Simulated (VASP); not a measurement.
# W (R-3m) in VASP: further runs

Runs on W. Level: LDA. Tasks: single point.

Program: VASP 6.6.1. These are calculated values, not measurements. Logs are shortened: lines on timing, memory, paths and dates and some standing lists are left out, and cuts for length are marked.

**1. The cell of the first run**

Symmetry: R-3m, No. 166, trigonal system. Conventional cell: a = 3.537 Å, b = 3.537 Å, c = 3.928 Å, α = 90.00°, β = 90.00°, γ = 120.00°. Within 3.4 Å of W (site symmetry -3m) lie 12 W at 2.43 to 3.32 Å.

**2. Single point, LDA (14.19 Å³/atom)**

File INCAR:

```
ALGO = Fast
EDIFF = 1E-6
ENCUT = 520
ISIF = 2
ISMEAR = 0
LASPH = T
LCHARG = F
LREAL = F
LWAVE = F
NBANDS = 13
NELM = 80
PREC = Accurate
SIGMA = 0.15
```

File KPOINTS:

```
k-points
0
Gamma
  22 22 22
```

File POSCAR:

```
W
1.0
   -0.9116675698      1.5897067757      1.5897067757
    1.5897067757     -0.9116675698      1.5897067757
    1.5897067757      1.5897067757     -0.9116675698
W
1
Direct
    0.0000000000      0.0000000000      0.0000000000
```

Potentials or basis: VASP PAW LDA potentials, release 64 (W_sv).

Command:

```sh
$ cat potpaw_LDA.64/W_sv/POTCAR > POTCAR
$ mpirun -np 1 vasp_std > vasp.out
```

OUTCAR:

```text
EDIFF = 1E-6
   ENCUT = 520
   ISIF = 2
   ISMEAR = 0
   LASPH = T
   LREAL = F
   NELM = 80
   PREC = Accurate

 ion  position               nearest neighbor table
   1  0.000  0.000  0.000-

  LATTYP: Found a trigonal (rhomboedric) cell.
 ALAT       =     2.4259993865
 COS(alpha) =    -0.0631046292

  Lattice vectors:

 A1 = (  -0.9116675698,   1.5897067757,   1.5897067757)
 A2 = (   1.5897067757,  -0.9116675698,   1.5897067757)
 A3 = (   1.5897067757,   1.5897067757,  -0.9116675698)

Analysis of symmetry for initial positions (statically):
=====================================================================
 Subroutine PRICEL returns:
 Original cell was already a primitive cell.

 Routine SETGRP: Setting up the symmetry group for a
 trigonal (rhombohedral) supercell.

 Subroutine GETGRP returns: Found 12 space group operations
 (whereof 12 operations were pure point group operations)
 out of a pool of 12 trial point group operations.

The static configuration has the point symmetry D_3d.

Analysis of symmetry for dynamics (positions and initial velocities):
=====================================================================
 Subroutine PRICEL returns:
 Original cell was already a primitive cell.

 Routine SETGRP: Setting up the symmetry group for a
 trigonal (rhombohedral) supercell.

 Subroutine GETGRP returns: Found 12 space group operations
 (whereof 12 operations were pure point group operations)
 out of a pool of 12 trial point group operations.

The dynamic configuration has the point symmetry D_3d.

 Subroutine INISYM returns: Found 12 space group operations
 (whereof 12 operations are pure point group operations),
 and found     1 'primitive' translations

----------------------------------------------------------------------------------------

                                     Primitive cell

  volume of cell :      14.1890

  direct lattice vectors                    reciprocal lattice vectors
    -0.911667570  1.589706776  1.589706776    -0.119531318  0.280248907  0.280248907
     1.589706776 -0.911667570  1.589706776     0.280248907 -0.119531318  0.280248907
     1.589706776  1.589706776 -0.911667570     0.280248907  0.280248907 -0.119531318

  length of vectors
     2.425999386  2.425999386  2.425999386     0.413964535  0.413964535  0.413964535

  position of ions in fractional coordinates (direct lattice)
     0.000000000  0.000000000  0.000000000

  ion indices of the primitive-cell ions
   primitive index   ion index
                 1           1

----------------------------------------------------------------------------------------

 KPOINTS: k-points

Automatic generation of k-mesh.
 Grid dimensions read from file:
 generate k-points for:   22   22   22

 Generating k-lattice:

  Cartesian coordinates                     Fractional coordinates (reciprocal lattice)
    -0.005433242  0.012738587  0.012738587     0.045454545  0.000000000  0.000000000
     0.012738587 -0.005433242  0.012738587     0.000000000  0.045454545  0.000000000
     0.012738587  0.012738587 -0.005433242     0.000000000  0.000000000  0.045454545

  Length of vectors
     0.018816570  0.018816570  0.018816570

  Shift w.r.t. Gamma in fractional coordinates (k-lattice)
     0.000000000  0.000000000  0.000000000

 Subroutine IBZKPT returns following result:
 ===========================================

 Found   1024 irreducible k-points:

 Following reciprocal coordinates:
            Coordinates               Weight
  0.000000  0.000000  0.000000      1.000000
  0.045455  0.000000  0.000000      6.000000
  0.090909  0.000000  0.000000      6.000000
  0.136364  0.000000  0.000000      6.000000
  0.181818  0.000000  0.000000      6.000000
  0.227273  0.000000  0.000000      6.000000
[... 16 lines left out ...]
  0.500000  0.045455  0.000000     12.000000
 -0.454545  0.045455 -0.000000     12.000000
 [... further k-points ...]
   k-points           NKPTS =   1024   k-points in BZ     NKDIM =   1024   number of bands    NBANDS=     13
   number of dos      NEDOS =    301   number of ions     NIONS =      1
   total plane-waves  NPLWV =   5832
   dimension x,y,z NGX =    18 NGY =   18 NGZ =   18
   dimension x,y,z NGXF=    36 NGYF=   36 NGZF=   36
   ions per type =               1
   NGX,Y,Z   is equivalent  to a cutoff of  12.33, 12.33, 12.33 a.u.
   NGXF,Y,Z  is equivalent  to a cutoff of  24.67, 24.67, 24.67 a.u.
 SYSTEM =  unknown system
   PREC   = accura    normal or accurate (medium, high low for compatibility)
   ISTART =      0    job   : 0-new  1-cont  2-samecut
   ICHARG =      2    charge: 1-file 2-atom 10-const
   ISPIN  =      1    spin polarized calculation?
   LNONCOLLINEAR =      F non collinear calculations
   LSORBIT =      F    spin-orbit coupling
   LASPH  =      T    aspherical Exc in radial PAW
   ENCUT  =  520.0 eV  38.22 Ry    6.18 a.u.   4.51  4.51  4.51*2*pi/ulx,y,z
   NELM   =     80;   NELMIN=  2; NELMDL= -5     # of ELM steps
   EDIFF  = 0.1E-05   stopping-criterion for ELM
   LREAL  =      F    real-space projection
   EDIFFG = 0.1E-04   stopping-criterion for IOM
   NSW    =      0    number of steps for IOM
   IBRION =     -1    ionic relax: 0-MD 1-quasi-New 2-CG
   NFREE  =      0    steps in history (QN), initial steepest desc. (CG)
   ISIF   =      2    stress and relaxation
   ISYM   =      2    0-nonsym 1-usesym 2-fastsym
   POTIM  = 0.5000    time-step for ionic-motion
   TEBEG  =    0.0;   TEEND  =   0.0 temperature during run
   PSTRESS=    0.0 pullay stress
   NELECT =      14.0000    total number of electrons
   NUPDOWN=      -1.0000    fix difference up-down
   EMIN   =  10.00;   EMAX   =-10.00  energy-range for DOS
   EFERMI =   0.00;   METHOD = LEGACY
   ISMEAR =     0;   SIGMA  =   0.15  broadening in eV -4-tet -1-fermi 0-gaus
   EFERMI_NEDOS =   21; number of points for ismear=-14 and -15
   IALGO  =     68    algorithm
   IMIX   =      4    mixing-type and parameters
     AMIX     =   0.40;   BMIX     =  1.00
     AMIX_MAG =   1.60;   BMIX_MAG =  1.00
  volume/ion in A,a.u.               =      14.19        95.75
  Fermi-wavevector in a.u.,A,eV,Ry     =   1.629797  3.079870 36.140327  2.656239
  Thomas-Fermi vector in A             =   2.722204
   LORBIT       =      0    0 simple, 1 ext, 2 COOP (PROOUT), +10 PAW based schemes
   GGA     = CA    functional components
   LHFCALC =     F    Hartree Fock is set to
   AEXX    =    0.0000 exact exchange contribution
   IVDW    =     0    specifies the selected vdW correction
   LEPSILON=     F    determine dielectric tensor
   LRPA    =     F    only Hartree local field effects (RPA)
 non-spin polarized calculation
 RMM-DIIS sequential band-by-band and
 Gauss-broadening in eV      SIGMA  =   0.15
  energy-cutoff  :      520.00
  volume of cell :       14.19
 maximum number of plane-waves:       401
   NGX =  9   NGY =  9   NGZ =  9

 number of electron      13.9999995 magnetization

 Free energy of the ion-electron system (eV)
  ---------------------------------------------------
  ext. energy  EPLUGINS =         0.00000000
  ---------------------------------------------------
  free energy    TOTEN  =       -12.06409250 eV

  energy without entropy =      -12.05544141  energy(sigma->0) =      -12.05976695

 E-fermi :  13.0110     XC(G=0): -14.3150

 val. band max:       13.0067785750   @ k =  -0.3636   0.2727   0.0909
 cond. band min:      13.0137029012   @ k =  -0.3182  -0.3182   0.0909
 fundamental gap:      0.0069243262
 Fermi energy:        13.0110315082

 k-point     1 :       0.0000    0.0000    0.0000
  band No.  band energies     occupation
      1     -60.7563      2.00000
      2     -24.1897      2.00000
      3     -23.9923      2.00000
      4     -23.9923      2.00000
      5       3.1406      2.00000
      6       7.0992      2.00000
      7       7.0992      2.00000
      8      18.9299      0.00000
      9      19.3476      0.00000
     10      19.3476      0.00000
     11      29.1169      0.00000
     12      29.1169      0.00000
     13      31.7265      0.00000

 k-point     2 :       0.0455    0.0000    0.0000
  band No.  band energies     occupation
      1     -60.7510      2.00000
      2     -24.2109      2.00000
      3     -24.0285      2.00000
      4     -23.9874      2.00000
      5       3.2329      2.00000
      6       7.1221      2.00000
      7       7.2086      2.00000
      8      18.7990      0.00000
      9      19.1722      0.00000
     10      19.3085      0.00000
     11      29.0299      0.00000
     12      29.3012      0.00000
     13      31.6037      0.00000

 k-point     3 :       0.0909    0.0000    0.0000
  band No.  band energies     occupation
      1     -60.7356      2.00000
      2     -24.3323      2.00000
      3     -24.0722      2.00000
      4     -23.9731      2.00000
      5       3.4941      2.00000
      6       7.1894      2.00000
      7       7.5389      2.00000
      8      18.3607      0.00000
      9      18.6971      0.00000
     10      19.2918      0.00000
     11      28.4706      0.00000
     12      29.7993      0.00000
     13      31.7594      0.00000
[... 305 lines left out ...]
 k-point    23 :       0.5000    0.0455    0.0000
  band No.  band energies     occupation
      1     -60.4857      2.00000
      2     -26.7144      2.00000
      3     -23.9066      2.00000
      4     -23.7654      2.00000
      5       7.1877      2.00000
      6       8.4190      2.00000
      7      12.0002      2.00000
      8      14.0823      0.00000
      9      14.5757      0.00000
     10      19.6798      0.00000
     11      25.8223      0.00000
     12      27.5915      0.00000
     13      33.9909      0.00000

 k-point    24 :      -0.4545    0.0455   -0.0000
  band No.  band energies     occupation
      1     -60.4913      2.00000
      2     -26.6656      2.00000
      3     -23.9104      2.00000
      4     -23.7701      2.00000
      5       7.0948      2.00000
      6       8.3991      2.00000
      7      11.8533      2.00000
      8      14.1956      0.00000
      9      14.6822      0.00000
     10      19.6711      0.00000
     11      25.4181      0.00000
     12      27.7767      0.00000
     13      34.6861      0.00000

 [... further k-points ...]

------------------------ aborting loop because EDIFF is reached ----------------------------------------

  FORCE on cell =-STRESS in cart. coord.  units (eV):
  Direction    XX          YY          ZZ          XY          YZ          ZX
  --------------------------------------------------------------------------------------
  -------------------------------------------------------------------------------------
  Total        6.7864114      6.7864114      6.7864114     -1.0093635     -1.0093635     -1.0093635
  in kB      766.3002647    766.3002647    766.3002647   -113.9741567   -113.9741567   -113.9741567
  external PRESSURE =     766.3002647 kB  Pullay stress =       0.0000000 kB

 VOLUME and BASIS-vectors are now :
 -----------------------------------------------------------------------------
  energy-cutoff  :      520.00
  volume of cell :       14.19
      direct lattice vectors                 reciprocal lattice vectors
    -0.911667570  1.589706776  1.589706776    -0.119531318  0.280248907  0.280248907
     1.589706776 -0.911667570  1.589706776     0.280248907 -0.119531318  0.280248907
     1.589706776  1.589706776 -0.911667570     0.280248907  0.280248907 -0.119531318

 POSITION                                       TOTAL-FORCE (eV/Angst)
 -----------------------------------------------------------------------------------
      0.00000      0.00000      0.00000         0.000000      0.000000      0.000000
 -----------------------------------------------------------------------------------
    total drift:                                0.000000     -0.000000     -0.000000

  FREE ENERGIE OF THE ION-ELECTRON SYSTEM (eV)
  ---------------------------------------------------
  free  energy   TOTEN  =       -12.0640924986 eV

  energy  without entropy=      -12.0554414058  energy(sigma->0) =      -12.05976695
```

It took 52 s on 1 thread of Intel Xeon 6975P-C (Granite Rapids), shared host; peak memory 0.27 GiB.

Results:

| Property | Result |
| --- | --- |
| Free energy | -12.0641 eV |
| Pressure | 76.6 GPa |
| Band gap on the k mesh | zero (bands 7 and 8 overlap by 3.87 eV) |

Stress tensor (GPa, compression positive):
```
 76.63 -11.40 -11.40
-11.40  76.63 -11.40
-11.40 -11.40  76.63
```

Caveat: the cell stands under pressure; spin-orbit coupling is left out, which moves the levels of the heavy elements.

**3. Single point, LDA (14.81 Å³/atom)**

This run uses another cell than the first one, of 14.81 Å³/atom.

File INCAR:

```
SYSTEM = W
PREC = Accurate
ENCUT = 520
EDIFF = 1E-7
ISMEAR = 0
SIGMA = 0.15
LREAL = .FALSE.
LASPH = .TRUE.
NELM = 80
ALGO = Fast
ISIF = 2
LWAVE = .FALSE.
LCHARG = .TRUE.
GGA = CA
LELF = .TRUE.
LVHAR = .TRUE.
NBANDS = 13
```

File KPOINTS:

```
regular mesh
0
G
  22 22 22
  0 0 0
```

File POSCAR:

```
W
1.0
   -0.7080347922      1.6667255372      1.6667255372
    1.6667255372     -0.7080347922      1.6667255372
    1.6667255372      1.6667255372     -0.7080347922
W
1
Direct
    0.0000000000      0.0000000000      0.0000000000
```

Potentials or basis: VASP PAW LDA potentials, release 64 (W_sv).

Command:

```sh
$ cat potpaw_LDA.64/W_sv/POTCAR > POTCAR
$ mpirun -np 1 vasp_std > vasp.out
```

OUTCAR:

```text
SYSTEM = W
   PREC = Accurate
   ENCUT = 520
   EDIFF = 1E-7
   ISMEAR = 0
   LREAL = .FALSE.
   LASPH = .TRUE.
   NELM = 80
   ISIF = 2
   GGA = CA

 ion  position               nearest neighbor table
   1  0.000  0.000  0.000-

  LATTYP: Found a trigonal (rhomboedric) cell.
 ALAT       =     2.4611504017
 COS(alpha) =     0.0689708858

  Lattice vectors:

 A1 = (  -0.7080347922,   1.6667255372,   1.6667255372)
 A2 = (   1.6667255372,  -0.7080347922,   1.6667255372)
 A3 = (   1.6667255372,   1.6667255372,  -0.7080347922)

Analysis of symmetry for initial positions (statically):
=====================================================================
 Subroutine PRICEL returns:
 Original cell was already a primitive cell.

 Routine SETGRP: Setting up the symmetry group for a
 trigonal (rhombohedral) supercell.

 Subroutine GETGRP returns: Found 12 space group operations
 (whereof 12 operations were pure point group operations)
 out of a pool of 12 trial point group operations.

The static configuration has the point symmetry D_3d.

Analysis of symmetry for dynamics (positions and initial velocities):
=====================================================================
 Subroutine PRICEL returns:
 Original cell was already a primitive cell.

 Routine SETGRP: Setting up the symmetry group for a
 trigonal (rhombohedral) supercell.

 Subroutine GETGRP returns: Found 12 space group operations
 (whereof 12 operations were pure point group operations)
 out of a pool of 12 trial point group operations.

The dynamic configuration has the point symmetry D_3d.

 Subroutine INISYM returns: Found 12 space group operations
 (whereof 12 operations are pure point group operations),
 and found     1 'primitive' translations

----------------------------------------------------------------------------------------
[... 116 lines left out ...]
   GGA     = CA    functional components
   LHFCALC =     F    Hartree Fock is set to
   AEXX    =    0.0000 exact exchange contribution
   IVDW    =     0    specifies the selected vdW correction
   LEPSILON=     F    determine dielectric tensor
   LRPA    =     F    only Hartree local field effects (RPA)
 non-spin polarized calculation
 RMM-DIIS sequential band-by-band and
 Gauss-broadening in eV      SIGMA  =   0.15
  energy-cutoff  :      520.00
  volume of cell :       14.81
 maximum number of plane-waves:       412
   NGX =  9   NGY =  9   NGZ =  9

 number of electron      14.0000004 magnetization

 Free energy of the ion-electron system (eV)
  ---------------------------------------------------
  ext. energy  EPLUGINS =         0.00000000
  ---------------------------------------------------
  free energy    TOTEN  =       -12.32642405 eV

  energy without entropy =      -12.31667537  energy(sigma->0) =      -12.32154971

 E-fermi :  12.3192     XC(G=0): -14.0700

 val. band max:       12.3171067484   @ k =  -0.1818   0.5000   0.0909
 cond. band min:      12.3213142063   @ k =  -0.3636   0.1818   0.1818
 fundamental gap:      0.0042074579
 Fermi energy:        12.3192451239

 k-point     1 :       0.0000    0.0000    0.0000
  band No.  band energies     occupation
      1     -61.3941      2.00000
      2     -24.8833      2.00000
      3     -24.8833      2.00000
      4     -24.7058      2.00000
      5       2.6731      2.00000
      6       6.7354      2.00000
      7       6.7354      2.00000
      8      18.1106      0.00000
      9      18.1106      0.00000
     10      18.3682      0.00000
     11      27.5830      0.00000
     12      29.4242      0.00000
     13      29.4242      0.00000
[... 354 lines left out ...]
  band No.  band energies     occupation
      1     -61.1687      2.00000
      2     -27.1409      2.00000
      3     -24.6965      2.00000
      4     -24.5746      2.00000
      5       6.5363      2.00000
      6       7.9585      2.00000
      7      11.4504      2.00000
      8      13.4852      0.00000
      9      13.7615      0.00000
     10      18.5564      0.00000
     11      24.1711      0.00000
     12      26.9431      0.00000
     13      32.3893      0.00000

 [... further k-points ...]

------------------------ aborting loop because EDIFF is reached ----------------------------------------

  FORCE on cell =-STRESS in cart. coord.  units (eV):
  Direction    XX          YY          ZZ          XY          YZ          ZX
  --------------------------------------------------------------------------------------
  -------------------------------------------------------------------------------------
  Total        5.1377137      5.1377137      5.1377137      1.0079692      1.0079692      1.0079692
  in kB      555.9589591    555.9589591    555.9589591    109.0737101    109.0737101    109.0737101
  external PRESSURE =     555.9589591 kB  Pullay stress =       0.0000000 kB

 VOLUME and BASIS-vectors are now :
 -----------------------------------------------------------------------------
  energy-cutoff  :      520.00
  volume of cell :       14.81
      direct lattice vectors                 reciprocal lattice vectors
    -0.708034792  1.666725537  1.666725537    -0.153766091  0.267329035  0.267329035
     1.666725537 -0.708034792  1.666725537     0.267329035 -0.153766091  0.267329035
     1.666725537  1.666725537 -0.708034792     0.267329035  0.267329035 -0.153766091

 POSITION                                       TOTAL-FORCE (eV/Angst)
 -----------------------------------------------------------------------------------
      0.00000      0.00000      0.00000         0.000000      0.000000      0.000000
 -----------------------------------------------------------------------------------
    total drift:                                0.000000      0.000000      0.000000

  FREE ENERGIE OF THE ION-ELECTRON SYSTEM (eV)
  ---------------------------------------------------
  free  energy   TOTEN  =       -12.3264240458 eV

  energy  without entropy=      -12.3166753740  energy(sigma->0) =      -12.32154971
```

stdout:

```text
POSCAR found type information on POSCAR W
 POSCAR found :  1 types and       1 ions
 scaLAPACK will be used
 LDA part: xc-table for (Slater(with rela. corr.)+CA(PZ))
 , standard interpolation
 POSCAR, INCAR and KPOINTS ok, starting setup
 FFT: planning ... GRIDC
 FFT: planning ... GRID_SOFT
 FFT: planning ... GRID
 WAVECAR not read
 entering main loop
WARNING in EDDRMM: call to ZHEGV failed, returncode =   8  4     12
WARNING in EDDRMM: call to ZHEGV failed, returncode =   8  4     12
WARNING in EDDRMM: call to ZHEGV failed, returncode =   6  3     13
WARNING in EDDRMM: call to ZHEGV failed, returncode =   8  4     12
WARNING in EDDRMM: call to ZHEGV failed, returncode =   6  3     12
WARNING in EDDRMM: call to ZHEGV failed, returncode =   8  4     13
WARNING in EDDRMM: call to ZHEGV failed, returncode =   6  3     12
WARNING in EDDRMM: call to ZHEGV failed, returncode =   6  3     13
WARNING in EDDRMM: call to ZHEGV failed, returncode =   8  4     12
WARNING in EDDRMM: call to ZHEGV failed, returncode =   8  4     13
WARNING in EDDRMM: call to ZHEGV failed, returncode =   8  4     13
WARNING in EDDRMM: call to ZHEGV failed, returncode =   8  4     13
WARNING in EDDRMM: call to ZHEGV failed, returncode =   8  4     13
```

Wall time 57 s (1 thread of Intel Xeon 6975P-C (Granite Rapids), shared host); peak memory 0.27 GiB.

What came out:

- Free energy: -12.3264 eV
- Pressure: 55.6 GPa
- Band gap on the k mesh: zero (bands 7 and 8 overlap by 3.57 eV)

Caveat: the cell stands under pressure; spin-orbit coupling is left out, which moves the levels of the heavy elements.
